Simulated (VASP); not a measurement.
# TiO2 (Fm-3m) in VASP: single point with r2SCAN

Aim: the single point of TiO2 with r2SCAN.

Everything below comes from runs of VASP 6.6.1. Logs are shortened: lines on timing, memory, paths and dates and some standing lists are left out, and cuts for length are marked.

### 1 The cell of the first run

The structure is cubic, space group Fm-3m (No. 225). The conventional cell has a = 4.794 Å, b = 4.794 Å, c = 4.794 Å, α = 90.00°, β = 90.00°, γ = 90.00°. Ti (site symmetry m-3m) has 8 O at 2.08 Å within 2.7 Å. Within 2.7 Å of O (site symmetry -43m) lie 4 Ti at 2.08 Å and 6 O at 2.40 Å.

### 2 Single point, r2SCAN

Contents of POSCAR:

```
TiO2
1.0
    0.0000000000      2.3968272558      2.3968272558
    2.3968272558      0.0000000000      2.3968272558
    2.3968272558      2.3968272558      0.0000000000
Ti O
1 2
Direct
    0.0000000000      0.0000000000      0.0000000000
    0.2500000000      0.2500000000      0.2500000000
    0.7500000000      0.7500000000      0.7500000000
```

Contents of INCAR.step1:

```
PREC     = Accurate       # precision mode
ENCUT    = 520            # plane-wave cutoff, eV
ISMEAR   = 0              # smearing method
SIGMA    = 0.01           # smearing width, eV
LREAL    = F              # projectors in reciprocal space
LASPH    = T              # aspherical terms in the spheres
NELM     = 80             # most SCF steps
NBANDS   = 19             # bands
GGA      = PE             # functional
ALGO     = Normal         # electronic algorithm
EDIFF    = 1E-4           # SCF threshold, eV
LWAVE    = T              # write WAVECAR
LCHARG   = F              # write CHGCAR
```

Contents of INCAR.step2:

```
PREC     = Accurate       # precision mode
ENCUT    = 520            # plane-wave cutoff, eV
EDIFF    = 1E-6           # SCF threshold, eV
ISMEAR   = 0              # smearing method
SIGMA    = 0.01           # smearing width, eV
LREAL    = F              # projectors in reciprocal space
LASPH    = T              # aspherical terms in the spheres
NELM     = 80             # most SCF steps
ALGO     = Normal         # electronic algorithm
ISIF     = 2              # what is computed and relaxed
LWAVE    = F              # write WAVECAR
LCHARG   = F              # write CHGCAR
METAGGA  = R2SCAN         # meta-GGA
LMIXTAU  = T            
NBANDS   = 19             # bands
ISTART   = 1
```

Contents of KPOINTS:

```
regular mesh
0
Gamma
  4 4 4
```

Potentials or basis: VASP PAW PBE potentials, release 64 (Ti_sv, O).

Launch:

```bash
$ cat potpaw_PBE.64/Ti_sv/POTCAR potpaw_PBE.64/O/POTCAR > POTCAR
$ cp INCAR.step1 INCAR
$ mpirun -np 1 vasp_std > vasp.out
$ cp INCAR.step2 INCAR
$ mpirun -np 1 vasp_std > vasp.out
```

OUTCAR:

```text
PREC = Accurate
   ENCUT = 520
   EDIFF = 1E-6
   ISMEAR = 0
   LREAL = F
   LASPH = T
   NELM = 80
   ISIF = 2
   METAGGA = R2SCAN
   ISTART = 1

 ion  position               nearest neighbor table
   1  0.000  0.000  0.000-   3 2.08   3 2.08   3 2.08   2 2.08   3 2.08   2 2.08   2 2.08   2 2.08

   2  0.250  0.250  0.250-   1 2.08   1 2.08   1 2.08   1 2.08
   3  0.750  0.750  0.750-   1 2.08   1 2.08   1 2.08   1 2.08

  LATTYP: Found a face centered cubic cell.
 ALAT       =     4.7936545116

  Lattice vectors:

 A1 = (   0.0000000000,   2.3968272558,   2.3968272558)
 A2 = (   2.3968272558,   0.0000000000,   2.3968272558)
 A3 = (   2.3968272558,   2.3968272558,   0.0000000000)

Analysis of symmetry for initial positions (statically):
=====================================================================
 Subroutine PRICEL returns:
 Original cell was already a primitive cell.

 Routine SETGRP: Setting up the symmetry group for a
 face centered cubic supercell.

 Subroutine GETGRP returns: Found 48 space group operations
 (whereof 48 operations were pure point group operations)
 out of a pool of 48 trial point group operations.

The static configuration has the point symmetry O_h .

Analysis of symmetry for dynamics (positions and initial velocities):
=====================================================================
 Subroutine PRICEL returns:
 Original cell was already a primitive cell.

 Routine SETGRP: Setting up the symmetry group for a
 face centered cubic supercell.

 Subroutine GETGRP returns: Found 48 space group operations
 (whereof 48 operations were pure point group operations)
 out of a pool of 48 trial point group operations.

The dynamic configuration has the point symmetry O_h .

 Subroutine INISYM returns: Found 48 space group operations
 (whereof 48 operations are pure point group operations),
 and found     1 'primitive' translations

----------------------------------------------------------------------------------------

                                     Primitive cell

  volume of cell :      27.5385

  direct lattice vectors                    reciprocal lattice vectors
     0.000000000  2.396827256  2.396827256    -0.208609110  0.208609110  0.208609110
     2.396827256  0.000000000  2.396827256     0.208609110 -0.208609110  0.208609110
     2.396827256  2.396827256  0.000000000     0.208609110  0.208609110 -0.208609110

  length of vectors
     3.389625612  3.389625612  3.389625612     0.361321577  0.361321577  0.361321577

  position of ions in fractional coordinates (direct lattice)
     0.000000000  0.000000000  0.000000000
     0.250000000  0.250000000  0.250000000
     0.750000000  0.750000000  0.750000000

  ion indices of the primitive-cell ions
   primitive index   ion index
                 1           1
                 2           2
                 3           3

----------------------------------------------------------------------------------------

 KPOINTS: regular mesh

Automatic generation of k-mesh.
 Grid dimensions read from file:
 generate k-points for:    4    4    4

 Generating k-lattice:

  Cartesian coordinates                     Fractional coordinates (reciprocal lattice)
    -0.052152277  0.052152277  0.052152277     0.250000000  0.000000000  0.000000000
     0.052152277 -0.052152277  0.052152277     0.000000000  0.250000000  0.000000000
     0.052152277  0.052152277 -0.052152277     0.000000000  0.000000000  0.250000000

  Length of vectors
     0.090330394  0.090330394  0.090330394

  Shift w.r.t. Gamma in fractional coordinates (k-lattice)
     0.000000000  0.000000000  0.000000000

 Subroutine IBZKPT returns following result:
 ===========================================

 Found      8 irreducible k-points:

 Following reciprocal coordinates:
            Coordinates               Weight
  0.000000  0.000000  0.000000      1.000000
  0.250000  0.000000  0.000000      8.000000
  0.500000  0.000000  0.000000      4.000000
  0.250000  0.250000  0.000000      6.000000
  0.500000  0.250000  0.000000     24.000000
 -0.250000  0.250000  0.000000     12.000000
  0.500000  0.500000  0.000000      3.000000
 -0.250000  0.500000  0.250000      6.000000
   k-points           NKPTS =      8   k-points in BZ     NKDIM =      8   number of bands    NBANDS=     19
   number of dos      NEDOS =    301   number of ions     NIONS =      3
   total plane-waves  NPLWV =  21952
   dimension x,y,z NGX =    28 NGY =   28 NGZ =   28
   dimension x,y,z NGXF=    56 NGYF=   56 NGZF=   56
   ions per type =               1   2
   NGX,Y,Z   is equivalent  to a cutoff of  13.73, 13.73, 13.73 a.u.
   NGXF,Y,Z  is equivalent  to a cutoff of  27.47, 27.47, 27.47 a.u.
 SYSTEM =  unknown system
   PREC   = accura    normal or accurate (medium, high low for compatibility)
   ISTART =      1    job   : 0-new  1-cont  2-samecut
   ICHARG =      0    charge: 1-file 2-atom 10-const
   ISPIN  =      1    spin polarized calculation?
   LNONCOLLINEAR =      F non collinear calculations
   LSORBIT =      F    spin-orbit coupling
   LASPH  =      T    aspherical Exc in radial PAW
   ENCUT  =  520.0 eV  38.22 Ry    6.18 a.u.   6.30  6.30  6.30*2*pi/ulx,y,z
   NELM   =     80;   NELMIN=  2; NELMDL=  0     # of ELM steps
   EDIFF  = 0.1E-05   stopping-criterion for ELM
   LREAL  =      F    real-space projection
   EDIFFG = 0.1E-04   stopping-criterion for IOM
   NSW    =      0    number of steps for IOM
   IBRION =     -1    ionic relax: 0-MD 1-quasi-New 2-CG
   NFREE  =      0    steps in history (QN), initial steepest desc. (CG)
   ISIF   =      2    stress and relaxation
   ISYM   =      2    0-nonsym 1-usesym 2-fastsym
   POTIM  = 0.5000    time-step for ionic-motion
   TEBEG  =    0.0;   TEEND  =   0.0 temperature during run
   PSTRESS=    0.0 pullay stress
   NELECT =      24.0000    total number of electrons
   NUPDOWN=      -1.0000    fix difference up-down
   EMIN   =  10.00;   EMAX   =-10.00  energy-range for DOS
   EFERMI =   0.00;   METHOD = LEGACY
   ISMEAR =     0;   SIGMA  =   0.01  broadening in eV -4-tet -1-fermi 0-gaus
   EFERMI_NEDOS =   21; number of points for ismear=-14 and -15
   IALGO  =     38    algorithm
   IMIX   =      4    mixing-type and parameters
     AMIX     =   0.40;   BMIX     =  1.00
     AMIX_MAG =   1.60;   BMIX_MAG =  1.00
  volume/ion in A,a.u.               =       9.18        61.95
  Fermi-wavevector in a.u.,A,eV,Ry     =   1.563742  2.955044 33.270189  2.445290
  Thomas-Fermi vector in A             =   2.666469
   LORBIT       =      0    0 simple, 1 ext, 2 COOP (PROOUT), +10 PAW based schemes
   METAGGA = R2SCAN    functional components
   LHFCALC =     F    Hartree Fock is set to
   AEXX    =    0.0000 exact exchange contribution
   IVDW    =     0    specifies the selected vdW correction
   LEPSILON=     F    determine dielectric tensor
   LRPA    =     F    only Hartree local field effects (RPA)
 non-spin polarized calculation
 Gauss-broadening in eV      SIGMA  =   0.01
  energy-cutoff  :      520.00
  volume of cell :       27.54
 maximum number of plane-waves:       754
 NGX is ok and might be reduce to    28
   NGX = 13   NGY = 13   NGZ = 13

 number of electron      23.9999996 magnetization

 Free energy of the ion-electron system (eV)
  ---------------------------------------------------
  ext. energy  EPLUGINS =         0.00000000
  ---------------------------------------------------
  free energy    TOTEN  =       -34.09913908 eV

  energy without entropy =      -34.09913908  energy(sigma->0) =      -34.09913908

 E-fermi :   7.2363     XC(G=0): -13.0577

 val. band max:        7.1256599621   @ k =   0.5000   0.5000   0.0000
 cond. band min:       8.6676312267   @ k =   0.0000   0.0000   0.0000
 fundamental gap:      1.5419712646
 Fermi energy:         7.2363183352

 k-point     1 :       0.0000    0.0000    0.0000
  band No.  band energies     occupation
      1     -52.8800      2.00000
      2     -27.9135      2.00000
      3     -27.9135      2.00000
      4     -27.9135      2.00000
      5     -13.6343      2.00000
      6      -9.8180      2.00000
[... 11 lines left out ...]
     18      15.3991      0.00000
     19      22.1473      0.00000

 k-point     2 :       0.2500    0.0000    0.0000
  band No.  band energies     occupation
      1     -52.8682      2.00000
      2     -28.0476      2.00000
      3     -27.9291      2.00000
      4     -27.9291      2.00000
      5     -12.9666      2.00000
      6     -10.5319      2.00000
[... 11 lines left out ...]
     18      17.1596      0.00000
     19      21.9430      0.00000

 k-point     3 :       0.5000    0.0000    0.0000
  band No.  band energies     occupation
      1     -52.8563      2.00000
      2     -28.1766      2.00000
      3     -27.9445      2.00000
      4     -27.9445      2.00000
      5     -12.0628      2.00000
      6     -11.3366      2.00000
[... 11 lines left out ...]
     18      17.9048      0.00000
     19      22.8643      0.00000

 k-point     4 :       0.2500    0.2500    0.0000
  band No.  band energies     occupation
      1     -52.8642      2.00000
      2     -28.0567      2.00000
      3     -27.9515      2.00000
      4     -27.9515      2.00000
      5     -12.7391      2.00000
      6     -10.6918      2.00000
[... 11 lines left out ...]
     18      17.1338      0.00000
     19      21.7932      0.00000

 k-point     5 :       0.5000    0.2500    0.0000
  band No.  band energies     occupation
      1     -52.8524      2.00000
      2     -28.1394      2.00000
      3     -28.0133      2.00000
      4     -27.9671      2.00000
      5     -11.8772      2.00000
      6     -11.3418      2.00000
[... 11 lines left out ...]
     18      18.6868      0.00000
     19      22.9139      0.00000

 k-point     6 :      -0.2500    0.2500    0.0000
  band No.  band energies     occupation
      1     -52.8563      2.00000
      2     -28.1011      2.00000
      3     -28.0216      2.00000
      4     -27.9446      2.00000
      5     -12.1849      2.00000
      6     -11.1471      2.00000
[... 11 lines left out ...]
     18      18.4734      0.00000
     19      22.8642      0.00000

 k-point     7 :       0.5000    0.5000    0.0000
  band No.  band energies     occupation
      1     -52.8485      2.00000
      2     -28.1916      2.00000
      3     -27.9895      2.00000
      4     -27.9895      2.00000
      5     -11.6647      2.00000
      6     -11.3850      2.00000
[... 11 lines left out ...]
     18      19.3729      0.00000
     19      22.2218      0.00000

 k-point     8 :      -0.2500    0.5000    0.2500
  band No.  band energies     occupation
      1     -52.8485      2.00000
      2     -28.0913      2.00000
      3     -28.0912      2.00000
      4     -27.9906      2.00000
      5     -11.5353      2.00000
      6     -11.5353      2.00000
[... 11 lines left out ...]
     18      19.3046      0.00000
     19      24.1428      0.00000

------------------------ aborting loop because EDIFF is reached ----------------------------------------

  FORCE on cell =-STRESS in cart. coord.  units (eV):
  Direction    XX          YY          ZZ          XY          YZ          ZX
  --------------------------------------------------------------------------------------
  -------------------------------------------------------------------------------------
  Total        0.2592977      0.2592977      0.2592977      0.0000000      0.0000000     -0.0000000
  in kB       15.0858236     15.0858236     15.0858236      0.0000000      0.0000000     -0.0000000
  external PRESSURE =      15.0858236 kB  Pullay stress =       0.0000000 kB

 VOLUME and BASIS-vectors are now :
 -----------------------------------------------------------------------------
  energy-cutoff  :      520.00
  volume of cell :       27.54
      direct lattice vectors                 reciprocal lattice vectors
     0.000000000  2.396827256  2.396827256    -0.208609110  0.208609110  0.208609110
     2.396827256  0.000000000  2.396827256     0.208609110 -0.208609110  0.208609110
     2.396827256  2.396827256  0.000000000     0.208609110  0.208609110 -0.208609110

 POSITION                                       TOTAL-FORCE (eV/Angst)
 -----------------------------------------------------------------------------------
      0.00000      0.00000      0.00000         0.000000      0.000000      0.000000
      1.19841      1.19841      1.19841         0.000000      0.000000     -0.000000
      3.59524      3.59524      3.59524        -0.000000     -0.000000      0.000000
 -----------------------------------------------------------------------------------
    total drift:                                0.000000     -0.000000      0.000000

  FREE ENERGIE OF THE ION-ELECTRON SYSTEM (eV)
  ---------------------------------------------------
  free  energy   TOTEN  =       -34.0991390814 eV

  energy  without entropy=      -34.0991390814  energy(sigma->0) =      -34.09913908
```

It took 17 s on 1 thread of Intel Xeon 6975P-C (Granite Rapids), shared host; peak memory 0.16 GiB.

Results:

```
Free energy            : -34.0991 eV
Pressure               : 1.5 GPa
Band gap on the k mesh : 1.54 eV, indirect (least direct gap 2.24 eV)
```

Caveat: the k points lie up to 0.57 Å⁻¹ apart; the PAW data sets were made with another functional, which shifts forces and pressure a little.
